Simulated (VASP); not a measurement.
# SnO (Pm-3m) in VASP: notebook

SnO is run at these levels: PBE; tasks: single point.

Everything below comes from runs of VASP 6.6.1. Logs are shortened: lines on timing, memory, paths and dates and some standing lists are left out, and cuts for length are marked.

## (1) The cell of the first run

Symmetry: Pm-3m, No. 221, cubic system. The conventional cell has a = 3.132 Å, b = 3.132 Å, c = 3.132 Å, α = 90.00°, β = 90.00°, γ = 90.00°. Within 3.6 Å of Sn (site symmetry m-3m) lie 8 O at 2.71 Å and 6 Sn at 3.13 Å. O (site symmetry m-3m) has 8 Sn at 2.71 Å and 6 O at 3.13 Å within 3.6 Å.

## (2) Single point, PBE

INCAR

```
  PREC = Accurate
  ENCUT = 520
  EDIFF = 1E-7
  ISMEAR = -1
  SIGMA = 0.05
  LREAL = F
  LASPH = T
  NELM = 100
  ALGO = Normal
  ISIF = 2
  LWAVE = F
  LCHARG = T
  GGA = PE
  LELF = T
  LVHAR = T
  NBANDS = 17
```

KPOINTS

```
Automatic mesh
0
Gamma
  9 9 9
```

POSCAR

```
SnO
1.0
    3.1319300000      0.0000000000      0.0000000000
    0.0000000000      3.1319300000      0.0000000000
    0.0000000000      0.0000000000      3.1319300000
Sn O
1 1
Direct
    0.0000000000      0.0000000000      0.0000000000
    0.5000000000      0.5000000000      0.5000000000
```

Potentials or basis: VASP PAW PBE potentials, release 64 (Sn_d, O).

On the command line:

```console
> cat potpaw_PBE.64/Sn_d/POTCAR potpaw_PBE.64/O/POTCAR > POTCAR
> mpirun -np 1 vasp_std > vasp.out
```

OUTCAR:

```text
PREC = Accurate
   ENCUT = 520
   EDIFF = 1E-7
   ISMEAR = -1
   LREAL = F
   LASPH = T
   NELM = 100
   ISIF = 2
   GGA = PE

 ion  position               nearest neighbor table
   1  0.000  0.000  0.000-   2 2.71   2 2.71   2 2.71   2 2.71   2 2.71   2 2.71   2 2.71   2 2.71

   2  0.500  0.500  0.500-   1 2.71   1 2.71   1 2.71   1 2.71   1 2.71   1 2.71   1 2.71   1 2.71

  LATTYP: Found a simple cubic cell.
 ALAT       =     3.1319300000

  Lattice vectors:

 A1 = (   3.1319300000,   0.0000000000,   0.0000000000)
 A2 = (   0.0000000000,   3.1319300000,   0.0000000000)
 A3 = (   0.0000000000,   0.0000000000,   3.1319300000)

Analysis of symmetry for initial positions (statically):
=====================================================================
 Subroutine PRICEL returns:
 Original cell was already a primitive cell.

 Routine SETGRP: Setting up the symmetry group for a
 simple cubic supercell.

 Subroutine GETGRP returns: Found 48 space group operations
 (whereof 48 operations were pure point group operations)
 out of a pool of 48 trial point group operations.

The static configuration has the point symmetry O_h .

Analysis of symmetry for dynamics (positions and initial velocities):
=====================================================================
 Subroutine PRICEL returns:
 Original cell was already a primitive cell.

 Routine SETGRP: Setting up the symmetry group for a
 simple cubic supercell.

 Subroutine GETGRP returns: Found 48 space group operations
 (whereof 48 operations were pure point group operations)
 out of a pool of 48 trial point group operations.

The dynamic configuration has the point symmetry O_h .

 Subroutine INISYM returns: Found 48 space group operations
 (whereof 48 operations are pure point group operations),
 and found     1 'primitive' translations

----------------------------------------------------------------------------------------

                                     Primitive cell

  volume of cell :      30.7211

  direct lattice vectors                    reciprocal lattice vectors
     3.131930000  0.000000000  0.000000000     0.319291938  0.000000000  0.000000000
     0.000000000  3.131930000  0.000000000     0.000000000  0.319291938  0.000000000
     0.000000000  0.000000000  3.131930000     0.000000000  0.000000000  0.319291938

  length of vectors
     3.131930000  3.131930000  3.131930000     0.319291938  0.319291938  0.319291938

  position of ions in fractional coordinates (direct lattice)
     0.000000000  0.000000000  0.000000000
     0.500000000  0.500000000  0.500000000

  ion indices of the primitive-cell ions
   primitive index   ion index
                 1           1
                 2           2

----------------------------------------------------------------------------------------

 KPOINTS: Automatic mesh

Automatic generation of k-mesh.
 Grid dimensions read from file:
 generate k-points for:    9    9    9

 Generating k-lattice:

  Cartesian coordinates                     Fractional coordinates (reciprocal lattice)
     0.035476882  0.000000000  0.000000000     0.111111111  0.000000000  0.000000000
     0.000000000  0.035476882  0.000000000     0.000000000  0.111111111  0.000000000
     0.000000000  0.000000000  0.035476882     0.000000000  0.000000000  0.111111111

  Length of vectors
     0.035476882  0.035476882  0.035476882

  Shift w.r.t. Gamma in fractional coordinates (k-lattice)
     0.000000000  0.000000000  0.000000000

 Subroutine IBZKPT returns following result:
 ===========================================

 Found     35 irreducible k-points:

 Following reciprocal coordinates:
            Coordinates               Weight
  0.000000  0.000000  0.000000      1.000000
  0.111111  0.000000  0.000000      6.000000
  0.222222  0.000000  0.000000      6.000000
  0.333333  0.000000  0.000000      6.000000
  0.444444  0.000000  0.000000      6.000000
  0.111111  0.111111  0.000000     12.000000
[... 16 lines left out ...]
  0.333333  0.333333  0.111111     24.000000
  0.444444  0.333333  0.111111     48.000000
 [... further k-points ...]
   k-points           NKPTS =     35   k-points in BZ     NKDIM =     35   number of bands    NBANDS=     17
   number of dos      NEDOS =    301   number of ions     NIONS =      2
   total plane-waves  NPLWV =  13824
   dimension x,y,z NGX =    24 NGY =   24 NGZ =   24
   dimension x,y,z NGXF=    48 NGYF=   48 NGZF=   48
   ions per type =               1   1
   NGX,Y,Z   is equivalent  to a cutoff of  12.74, 12.74, 12.74 a.u.
   NGXF,Y,Z  is equivalent  to a cutoff of  25.48, 25.48, 25.48 a.u.
 SYSTEM =  unknown system
   PREC   = accura    normal or accurate (medium, high low for compatibility)
   ISTART =      0    job   : 0-new  1-cont  2-samecut
   ICHARG =      2    charge: 1-file 2-atom 10-const
   ISPIN  =      1    spin polarized calculation?
   LNONCOLLINEAR =      F non collinear calculations
   LSORBIT =      F    spin-orbit coupling
   LASPH  =      T    aspherical Exc in radial PAW
   ENCUT  =  520.0 eV  38.22 Ry    6.18 a.u.   5.82  5.82  5.82*2*pi/ulx,y,z
   NELM   =    100;   NELMIN=  2; NELMDL= -5     # of ELM steps
   EDIFF  = 0.1E-06   stopping-criterion for ELM
   LREAL  =      F    real-space projection
   EDIFFG = 0.1E-05   stopping-criterion for IOM
   NSW    =      0    number of steps for IOM
   IBRION =     -1    ionic relax: 0-MD 1-quasi-New 2-CG
   NFREE  =      0    steps in history (QN), initial steepest desc. (CG)
   ISIF   =      2    stress and relaxation
   ISYM   =      2    0-nonsym 1-usesym 2-fastsym
   POTIM  = 0.5000    time-step for ionic-motion
   TEBEG  =    0.0;   TEEND  =   0.0 temperature during run
   PSTRESS=    0.0 pullay stress
   NELECT =      20.0000    total number of electrons
   NUPDOWN=      -1.0000    fix difference up-down
   EMIN   =  10.00;   EMAX   =-10.00  energy-range for DOS
[... 5 lines left out ...]
     AMIX     =   0.40;   BMIX     =  1.00
     AMIX_MAG =   1.60;   BMIX_MAG =  1.00
  volume/ion in A,a.u.               =      15.36       103.66
  Fermi-wavevector in a.u.,A,eV,Ry     =   1.418860  2.681256 27.390743  2.013163
  Thomas-Fermi vector in A             =   2.539941
   LORBIT       =      0    0 simple, 1 ext, 2 COOP (PROOUT), +10 PAW based schemes
   GGA     = PE    functional components
   LHFCALC =     F    Hartree Fock is set to
   AEXX    =    0.0000 exact exchange contribution
   IVDW    =     0    specifies the selected vdW correction
   LEPSILON=     F    determine dielectric tensor
   LRPA    =     F    only Hartree local field effects (RPA)
 non-spin polarized calculation
  energy-cutoff  :      520.00
  volume of cell :       30.72
 maximum number of plane-waves:       849
 NGX is ok and might be reduce to    24
   NGX = 11   NGY = 11   NGZ = 11

 number of electron      19.9999986 magnetization

 Free energy of the ion-electron system (eV)
  ---------------------------------------------------
  ext. energy  EPLUGINS =         0.00000000
  ---------------------------------------------------
  free energy    TOTEN  =        -9.84294356 eV

  energy without entropy =       -9.84265586  energy(sigma->0) =       -9.84279971

 E-fermi :   8.0851     XC(G=0): -11.2660

 val. band max:        7.8371435516   @ k =   0.4444   0.1111   0.1111
 cond. band min:       8.3092824378   @ k =   0.4444   0.4444   0.4444
 fundamental gap:      0.4721388863
 Fermi energy:         8.0851196475

 k-point     1 :       0.0000    0.0000    0.0000
  band No.  band energies     occupation
      1     -13.7045      2.00000
      2     -13.7045      2.00000
      3     -13.3561      2.00000
      4     -13.3561      2.00000
      5     -13.3561      2.00000
      6      -9.8607      2.00000
[... 9 lines left out ...]
     16      26.7346      0.00000
     17      27.5505      0.00000

 k-point     2 :       0.1111    0.0000    0.0000
  band No.  band energies     occupation
      1     -13.7028      2.00000
      2     -13.6752      2.00000
      3     -13.3663      2.00000
      4     -13.3663      2.00000
      5     -13.3552      2.00000
      6      -9.7908      2.00000
[... 9 lines left out ...]
     16      25.9047      0.00000
     17      26.7381      0.00000

 k-point     3 :       0.2222    0.0000    0.0000
  band No.  band energies     occupation
      1     -13.6983      2.00000
      2     -13.6007      2.00000
      3     -13.3920      2.00000
      4     -13.3920      2.00000
      5     -13.3531      2.00000
      6      -9.6041      2.00000
[... 9 lines left out ...]
     16      23.6194      0.00000
     17      25.8299      0.00000

 k-point     4 :       0.3333    0.0000    0.0000
  band No.  band energies     occupation
      1     -13.6932      2.00000
      2     -13.5160      2.00000
      3     -13.4211      2.00000
      4     -13.4211      2.00000
      5     -13.3506      2.00000
      6      -9.3738      2.00000
[... 9 lines left out ...]
     16      22.3882      0.00000
     17      25.4368      0.00000

 k-point     5 :       0.4444    0.0000    0.0000
  band No.  band energies     occupation
      1     -13.6899      2.00000
      2     -13.4605      2.00000
      3     -13.4399      2.00000
      4     -13.4399      2.00000
      5     -13.3490      2.00000
      6      -9.2110      2.00000
[... 9 lines left out ...]
     16      24.2894      0.00000
     17      25.3996      0.00000

 k-point     6 :       0.1111    0.1111    0.0000
  band No.  band energies     occupation
      1     -13.6874      2.00000
      2     -13.6592      2.00000
      3     -13.3781      2.00000
      4     -13.3661      2.00000
      5     -13.3645      2.00000
      6      -9.7207      2.00000
[... 9 lines left out ...]
     16      24.6301      0.00000
     17      26.1707      0.00000
[... 281 lines left out ...]
 k-point    21 :       0.3333    0.2222    0.1111
  band No.  band energies     occupation
      1     -13.6001      2.00000
      2     -13.4878      2.00000
      3     -13.4609      2.00000
      4     -13.4310      2.00000
      5     -13.3959      2.00000
      6      -9.0850      2.00000
[... 9 lines left out ...]
     16      22.7535      0.00000
     17      25.0321      0.00000

 k-point    22 :       0.4444    0.2222    0.1111
  band No.  band energies     occupation
      1     -13.5948      2.00000
      2     -13.5148      2.00000
      3     -13.4505      2.00000
      4     -13.4061      2.00000
      5     -13.3923      2.00000
      6      -8.9403      2.00000
[... 9 lines left out ...]
     16      23.0811      0.00000
     17      24.7368      0.00000

 k-point    23 :       0.3333    0.3333    0.1111
  band No.  band energies     occupation
      1     -13.5681      2.00000
      2     -13.5383      2.00000
      3     -13.4278      2.00000
      4     -13.4236      2.00000
      5     -13.3972      2.00000
      6      -8.8951      2.00000
[... 9 lines left out ...]
     16      22.7906      0.00000
     17      24.0511      0.00000

 k-point    24 :       0.4444    0.3333    0.1111
  band No.  band energies     occupation
      1     -13.5711      2.00000
      2     -13.5555      2.00000
      3     -13.4444      2.00000
      4     -13.4218      2.00000
      5     -13.3475      2.00000
      6      -8.7659      2.00000
[... 9 lines left out ...]
     16      23.0663      0.00000
     17      24.1375      0.00000

 [... further k-points ...]
[... 5 lines left out ...]
  --------------------------------------------------------------------------------------
  -------------------------------------------------------------------------------------
  Total       -0.0044470     -0.0044470     -0.0044470     -0.0000000      0.0000000     -0.0000000
  in kB       -0.2319203     -0.2319203     -0.2319203     -0.0000000      0.0000000     -0.0000000
  external PRESSURE =      -0.2319203 kB  Pullay stress =       0.0000000 kB

 VOLUME and BASIS-vectors are now :
 -----------------------------------------------------------------------------
  energy-cutoff  :      520.00
  volume of cell :       30.72
      direct lattice vectors                 reciprocal lattice vectors
     3.131930000  0.000000000  0.000000000     0.319291938  0.000000000  0.000000000
     0.000000000  3.131930000  0.000000000     0.000000000  0.319291938  0.000000000
     0.000000000  0.000000000  3.131930000     0.000000000  0.000000000  0.319291938

 POSITION                                       TOTAL-FORCE (eV/Angst)
 -----------------------------------------------------------------------------------
      0.00000      0.00000      0.00000         0.000000      0.000000      0.000000
      1.56597      1.56597      1.56597         0.000000      0.000000      0.000000
 -----------------------------------------------------------------------------------
    total drift:                                0.000000      0.000000     -0.000000

  FREE ENERGIE OF THE ION-ELECTRON SYSTEM (eV)
  ---------------------------------------------------
  free  energy   TOTEN  =        -9.8429435616 eV

  energy  without entropy=       -9.8426558614  energy(sigma->0) =       -9.84279971
```

It took 8.3 s on 1 thread of AMD EPYC 9R45 (Zen 5), shared host; peak memory 0.12 GiB.

Results:

- Free energy: -9.8429 eV
- Pressure: 0.0 GPa
- Band gap on the k mesh: 0.47 eV, indirect (least direct gap 0.92 eV)

Levels at points of the mesh, in eV from the valence-band top:
```
           k point  band 6  band 7  band 8  band 9  band 10  band 11  band 12  band 13  band 14  band 15
(0.00, 0.00, 0.00)  -17.70   -7.28   -2.24   -2.24    -2.24     8.13     8.13     8.13     8.23     8.23
```

Caveat: spin-orbit coupling is left out, which moves the levels of the heavy elements.

[end of part 1 of 2]
